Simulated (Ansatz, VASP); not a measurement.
# One calculation of Ir, two programs

```
Ir
1.0
     0.00000    1.91590    1.91590
     1.91590    0.00000    1.91590
     1.91590    1.91590    0.00000
Ir
1
Direct
  0.00000 0.00000 0.00000
```

Alike in both runs: functional PBEsol; k mesh 10 × 10 × 10; occupations gaussian, width 0.1 eV; no spin polarisation.

Ansatz relaxed the structure, and its values are those at the end. VASP's run is a single point on that final structure, the one shown.

```csv
,VASP,Ansatz
version,VASP 6.6.1,Ansatz 0.2.0
potentials or method,"VASP PAW PBE potentials, release 64 (Ir), cutoff 500 eV","scalar-relativistic, plane waves, PAW"
valence electrons in the cell,9,17
```

VASP gave:

- gap on the k mesh at the Fermi level (eV): none
- pressure (GPa): 0.6

Problem. Estimate Ansatz's values.

Solution. gap on the k mesh at the Fermi level (eV): none; pressure (GPa): -0.4.

VASP's potentials were made for PBE, not for PBEsol. A gap of «none» marks a metal or a gap that the smearing closes. With one functional, cell and mesh, what is left measures potentials, basis and numerics. VASP's potentials hold 9 valence electrons a cell and Ansatz's 17, so a difference there can come from the potentials and not from the codes.

Neither program's run includes spin-orbit coupling.
